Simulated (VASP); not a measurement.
Set up this calculation in VASP 6.6.1, as the native input.

```
Task                   : single point
Functional             : PBEsol
Potentials or basis    : VASP PAW PBE potentials, release 64 (Pt, As)
Cutoff                 : 520 eV
k mesh                 : 12 × 12 × 12
Occupations            : gaussian, width 0.05 eV
Spin                   : no spin polarisation
Dipole correction      : no
Further INCAR settings : ALGO = Normal; EDIFF = 1e-06; NBANDS = 14
```

The structure of AsPt lies in POSCAR:

```
AsPt
1.0
    0.0000000000      2.8129469837      2.8129469837
    2.8129469837      0.0000000000      2.8129469837
    2.8129469837      2.8129469837      0.0000000000
Pt As
1 1
Direct
    0.0000000000      0.0000000000      0.0000000000
    0.2500000000      0.2500000000      0.2500000000
```

One way to write it, as run:

INCAR

```
SYSTEM = AsPt
ALGO = Normal
EDIFF = 1E-6
ENCUT = 520
GGA = PS
ISIF = 2
ISMEAR = 0
LASPH = .TRUE.
LCHARG = .FALSE.
LREAL = .FALSE.
LWAVE = .FALSE.
NBANDS = 14
NELM = 60
PREC = Accurate
SIGMA = 0.05
```

KPOINTS

```
k-points
0
G
  12 12 12
  0 0 0
```

Potentials or basis: VASP PAW PBE potentials, release 64 (Pt, As).

Launch:

```sh
$ cat potpaw_PBE.64/Pt/POTCAR potpaw_PBE.64/As/POTCAR > POTCAR
$ mpirun -np 1 vasp_std > vasp.out
```

It gave:

The pressure is -4.5 GPa.

Caveat: the PAW data sets were made with another functional, which shifts forces and pressure a little.

It took 24 s on 1 thread of Intel(R) Xeon(R) 6975P-C (Granite Rapids), on a shared host, peak memory 0.2 GiB.
